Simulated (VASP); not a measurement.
CoO:

```
CELL_PARAMETERS angstrom
0.00000 2.13150 2.13150
2.13150 0.00000 2.13150
2.13150 2.13150 0.00000
ATOMIC_POSITIONS crystal
Co 0.00000 0.00000 0.00000
O 0.50000 0.50000 0.50000
```

| Property | Result |
| --- | --- |
| Program | VASP 6.6.1 |
| Task | relaxation of cell and atoms |
| Functional | RPBE |
| Potentials or basis | VASP PAW PBE potentials, release 64 (Co, O) |
| Cutoff | 600 eV |
| k mesh | 11 × 11 × 11 |
| Occupations | fermi-dirac, width 0.05 eV |
| Spin | collinear spin, ferromagnetic start |
| Starting moments | [2.0, 0.0] μB |

At the start: pressure 3.5 GPa; volume 9.68 Å³/atom.

Task: How do energy, volume and symmetry change on relaxing?

Result: Over 3 steps the energy falls by 2.3 meV/atom and the volume is 9.89 Å³/atom (+2.2 %); space group Fm-3m (No. 225, to 0.05 Å); moment 2.96 μB per cell.

Step by step:
```
step  energy change (eV)  largest force (eV/Å)  pressure (GPa)  volume (Å³)
   1              0.0000                0.0000            3.53        19.37
   2             -0.0037                0.0000           -1.47        19.97
   3             -0.0045                0.0000            0.01        19.79
```

Final structure:
```xyz
2
Lattice="0.0000 2.1467 2.1467 2.1467 0.0000 2.1467 2.1467 2.1467 0.0000" Properties=species:S:1:pos:R:3 pbc="T T T"
Co    0.0000    0.0000    0.0000
O     2.1467    2.1467    2.1467
```

Caveat: the PAW data sets were made with another functional, which shifts forces and pressure a little; a cell with one magnetic atom can't hold antiferromagnetic order, which such compounds often take.
